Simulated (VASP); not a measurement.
# TaN (I4/mmm) in VASP: notebook

The runs below take TaN through single point, with PBE.

Everything below comes from runs of VASP 6.6.1. Logs are shortened: lines on timing, memory, paths and dates and some standing lists are left out, and cuts for length are marked.

**1. The cell of the first run**

Symmetry: I4/mmm, No. 139, tetragonal system. Conventional cell: a = 3.082 Å, b = 3.082 Å, c = 4.184 Å, α = 90.00°, β = 90.00°, γ = 90.00°. Within 2.8 Å of Ta (site symmetry 4/mmm) lie 6 N at 2.09 to 2.18 Å. N (site symmetry 4/mmm) has 6 Ta at 2.09 to 2.18 Å within 2.8 Å.

**2. Single point, PBE (strain -0.0400 x Voigt [1, 0, 0, 0, 0, 0])**

INCAR

```
SYSTEM = TaN
  PREC = Accurate
  ENCUT = 600
  EDIFF = 1E-6
  ISMEAR = 0
  SIGMA = 0.15
  LREAL = .FALSE.
  LASPH = .TRUE.
  NELM = 120
  ALGO = Normal
  ISIF = 2
  LWAVE = .FALSE.
  LCHARG = .TRUE.
  GGA = PE
  LELF = .TRUE.
  LVHAR = .TRUE.
  NBANDS = 15
  GGA_COMPAT = .FALSE.
```

KPOINTS

```
regular mesh
0
G
  18 18 18
  0 0 0
```

POSCAR

```
TaN
1.0
    0.0000000000      2.1790000000      2.1790000000
    2.0918400000      0.0000000000      2.1790000000
    2.0918400000      2.1790000000      0.0000000000
Ta N
1 1
Direct
    0.5000000000      0.5000000000      0.5000000000
    0.0000000000      0.0000000000      0.0000000000
```

Potentials or basis: VASP PAW PBE potentials, release 64 (Ta_pv, N).

On the command line:

```sh
> cat potpaw_PBE.64/Ta_pv/POTCAR potpaw_PBE.64/N/POTCAR > POTCAR
> mpirun -np 1 vasp_std > vasp.out
```

OUTCAR:

```text
SYSTEM = TaN
   PREC = Accurate
   ENCUT = 600
   EDIFF = 1E-6
   ISMEAR = 0
   LREAL = .FALSE.
   LASPH = .TRUE.
   NELM = 120
   ISIF = 2
   GGA = PE

 ion  position               nearest neighbor table
   1  0.500  0.500  0.500-   2 2.09   2 2.09   2 2.18   2 2.18   2 2.18   2 2.18
   2  0.000  0.000  0.000-   1 2.09   1 2.09   1 2.18   1 2.18   1 2.18   1 2.18

  LATTYP: Found a body centered tetragonal cell.
 ALAT       =     3.0815713524
 C/A-ratio  =     1.3576450199

  Lattice vectors:

 A1 = (  -2.0918400000,   0.0000000000,  -2.1790000000)
 A2 = (  -2.0918400000,   0.0000000000,   2.1790000000)
 A3 = (   2.0918400000,   2.1790000000,   0.0000000000)

Analysis of symmetry for initial positions (statically):
=====================================================================
 Subroutine PRICEL returns:
 Original cell was already a primitive cell.

 Routine SETGRP: Setting up the symmetry group for a
 body centered tetragonal supercell.

 Subroutine GETGRP returns: Found 16 space group operations
 (whereof 16 operations were pure point group operations)
 out of a pool of 16 trial point group operations.

The static configuration has the point symmetry D_4h.

Analysis of symmetry for dynamics (positions and initial velocities):
=====================================================================
 Subroutine PRICEL returns:
 Original cell was already a primitive cell.

 Routine SETGRP: Setting up the symmetry group for a
 body centered tetragonal supercell.

 Subroutine GETGRP returns: Found 16 space group operations
 (whereof 16 operations were pure point group operations)
 out of a pool of 16 trial point group operations.

The dynamic configuration has the point symmetry D_4h.

 Subroutine INISYM returns: Found 16 space group operations
 (whereof 16 operations are pure point group operations),
 and found     1 'primitive' translations

----------------------------------------------------------------------------------------

                                     Primitive cell

  volume of cell :      19.8643

  direct lattice vectors                    reciprocal lattice vectors
     0.000000000  2.179000000  2.179000000    -0.239024017  0.229463056  0.229463056
     2.091840000  0.000000000  2.179000000     0.239024017 -0.229463056  0.229463056
     2.091840000  2.179000000  0.000000000     0.239024017  0.229463056 -0.229463056

  length of vectors
     3.081571352  3.020568752  3.020568752     0.403037305  0.403037305  0.403037305

  position of ions in fractional coordinates (direct lattice)
     0.500000000  0.500000000  0.500000000
     0.000000000  0.000000000  0.000000000

  ion indices of the primitive-cell ions
[... 90 lines left out ...]
   ISMEAR =     0;   SIGMA  =   0.15  broadening in eV -4-tet -1-fermi 0-gaus
   EFERMI_NEDOS =   21; number of points for ismear=-14 and -15
   IALGO  =     38    algorithm
   IMIX   =      4    mixing-type and parameters
     AMIX     =   0.40;   BMIX     =  1.00
     AMIX_MAG =   1.60;   BMIX_MAG =  1.00
  volume/ion in A,a.u.               =       9.93        67.03
  Fermi-wavevector in a.u.,A,eV,Ry     =   1.523201  2.878432 31.567434  2.320141
  Thomas-Fermi vector in A             =   2.631676
   LORBIT       =      0    0 simple, 1 ext, 2 COOP (PROOUT), +10 PAW based schemes
   GGA     = PE    functional components
   LHFCALC =     F    Hartree Fock is set to
   AEXX    =    0.0000 exact exchange contribution
   IVDW    =     0    specifies the selected vdW correction
   LEPSILON=     F    determine dielectric tensor
   LRPA    =     F    only Hartree local field effects (RPA)
 non-spin polarized calculation
 Gauss-broadening in eV      SIGMA  =   0.15
  energy-cutoff  :      600.00
  volume of cell :       19.86
 maximum number of plane-waves:       680
 NGX is ok and might be reduce to    28
   NGX = 13   NGY = 13   NGZ = 13

 number of electron      15.9999999 magnetization

 Free energy of the ion-electron system (eV)
  ---------------------------------------------------
  ext. energy  EPLUGINS =         0.00000000
  ---------------------------------------------------
  free energy    TOTEN  =       -21.60593370 eV

  energy without entropy =      -21.59765519  energy(sigma->0) =      -21.60179444

 E-fermi :  10.3423     XC(G=0): -13.8160

 val. band max:       10.3358000993   @ k =  -0.3889   0.2778   0.2222
 cond. band min:      10.3456745693   @ k =  -0.3889   0.3333   0.2778
 fundamental gap:      0.0098744701
 Fermi energy:        10.3422869670

 k-point     1 :       0.0000    0.0000    0.0000
  band No.  band energies     occupation
      1     -25.3024      2.00000
      2     -25.3024      2.00000
      3     -25.2923      2.00000
      4      -9.1047      2.00000
      5       6.2283      2.00000
      6       6.2283      2.00000
      7       6.4811      2.00000
      8       7.8718      2.00000
      9       7.8718      2.00000
     10       8.3931      2.00000
     11      10.1038      1.97544
     12      10.3769      0.74435
     13      12.8616      0.00000
     14      19.7872      0.00000
[... 401 lines left out ...]
      2     -25.3964      2.00000
      3     -25.3206      2.00000
      4      -7.6136      2.00000
      5       2.3433      2.00000
      6       3.5079      2.00000
      7       3.8728      2.00000
      8       9.3666      2.00000
      9       9.5419      2.00000
     10      10.4838      0.18212
     11      13.0747      0.00000
     12      14.7702      0.00000
     13      16.3850      0.00000
     14      22.8658      0.00000
     15      23.3094      0.00000

 [... further k-points ...]

------------------------ aborting loop because EDIFF is reached ----------------------------------------

  FORCE on cell =-STRESS in cart. coord.  units (eV):
  Direction    XX          YY          ZZ          XY          YZ          ZX
  --------------------------------------------------------------------------------------
  -------------------------------------------------------------------------------------
  Total        7.3849473      2.7840769      2.7840769      0.0000000      0.0000000     -0.0000000
  in kB      595.6416575    224.5530110    224.5530110      0.0000000      0.0000000     -0.0000000
  external PRESSURE =     348.2492265 kB  Pullay stress =       0.0000000 kB

 VOLUME and BASIS-vectors are now :
 -----------------------------------------------------------------------------
  energy-cutoff  :      600.00
  volume of cell :       19.86
      direct lattice vectors                 reciprocal lattice vectors
     0.000000000  2.179000000  2.179000000    -0.239024017  0.229463056  0.229463056
     2.091840000  0.000000000  2.179000000     0.239024017 -0.229463056  0.229463056
     2.091840000  2.179000000  0.000000000     0.239024017  0.229463056 -0.229463056

 POSITION                                       TOTAL-FORCE (eV/Angst)
 -----------------------------------------------------------------------------------
      2.09184      2.17900      2.17900         0.000000      0.000000      0.000000
      0.00000      0.00000      0.00000        -0.000000      0.000000     -0.000000
 -----------------------------------------------------------------------------------
    total drift:                                0.000000      0.000000      0.000000

  FREE ENERGIE OF THE ION-ELECTRON SYSTEM (eV)
  ---------------------------------------------------
  free  energy   TOTEN  =       -21.6059336965 eV

  energy  without entropy=      -21.5976551876  energy(sigma->0) =      -21.60179444
```

OSZICAR:

```text
N       E                     dE             d eps       ncg     rms          rms(c)
DAV:   1     0.985951261496E+02    0.98595E+02   -0.95815E+03 14408   0.127E+03
DAV:   2    -0.216204780310E+02   -0.12022E+03   -0.11340E+03 17725   0.335E+02
DAV:   3    -0.246372035606E+02   -0.30167E+01   -0.29976E+01 16227   0.500E+01
DAV:   4    -0.246489883526E+02   -0.11785E-01   -0.11780E-01 18686   0.326E+00
DAV:   5    -0.246490586366E+02   -0.70284E-04   -0.70281E-04 16472   0.231E-01    0.280E+01
DAV:   6    -0.216683705468E+02    0.29807E+01   -0.53930E+00 18262   0.276E+01    0.117E+01
DAV:   7    -0.216372849256E+02    0.31086E-01   -0.57335E-01 16822   0.621E+00    0.801E+00
DAV:   8    -0.216138514811E+02    0.23433E-01   -0.12306E-01 16815   0.301E+00    0.208E+00
DAV:   9    -0.216060245880E+02    0.78269E-02   -0.20197E-02 16157   0.123E+00    0.333E-01
DAV:  10    -0.216059867829E+02    0.37805E-04   -0.13240E-03 16731   0.415E-01    0.664E-02
DAV:  11    -0.216059359853E+02    0.50798E-04   -0.10963E-04 16801   0.129E-01    0.373E-02
DAV:  12    -0.216059341503E+02    0.18350E-05   -0.10424E-05 16535   0.324E-02    0.565E-03
DAV:  13    -0.216059336965E+02    0.45378E-06   -0.69112E-07  9384   0.675E-03
   1 F= -.21605934E+02 E0= -.21601794E+02  d E =-.827851E-02
```

stdout:

```text
POSCAR found type information on POSCAR TaN
 POSCAR found :  2 types and       2 ions
 scaLAPACK will be used
 LDA part: xc-table for (Slater+PW92), standard interpolation
 POSCAR, INCAR and KPOINTS ok, starting setup
 FFT: planning ... GRIDC
 FFT: planning ... GRID_SOFT
 FFT: planning ... GRID
 WAVECAR not read
 entering main loop
```

It took 94 s on 1 thread of AMD EPYC 9R45 (Zen 5), shared host; peak memory 0.27 GiB.

What came out:

| Property | Result |
| --- | --- |
| Free energy | -21.6059 eV |
| Pressure | 34.8 GPa |
| Band gap on the k mesh | zero (band 8 reaches 12.24 eV, above the bottom of band 9 at 7.87 eV) |

Stress tensor (GPa, compression positive):
```
59.56  0.00  0.00
 0.00 22.46  0.00
 0.00  0.00 22.46
```

Levels at points of the mesh, in eV from the Fermi level:
| k point | band 5 | band 6 | band 7 | band 8 | band 9 | band 10 | band 11 | band 12 |
| --- | --- | --- | --- | --- | --- | --- | --- | --- |
| (0.00, 0.00, 0.00) | -4.11 | -4.11 | -3.86 | -2.47 | -2.47 | -1.95 | -0.24 | 0.03 |
| (0.50, 0.00, 0.00) | -10.96 | -8.13 | -8.11 | 1.90 | 2.31 | 2.32 | 4.03 | 7.73 |
| (0.50, 0.50, 0.00) | -6.93 | -5.92 | -4.84 | -4.59 | 2.21 | 3.65 | 4.21 | 5.35 |
| (0.00, 0.50, 0.50) | -6.43 | -6.02 | -4.95 | -4.95 | 2.38 | 3.94 | 3.94 | 5.37 |

Caveat: the cell differs from its parent crystal (strain -0.0400 x Voigt [1, 0, 0, 0, 0, 0]); spin-orbit coupling is left out, which moves the levels of the heavy elements.

(Continued in part 2 of 2.)
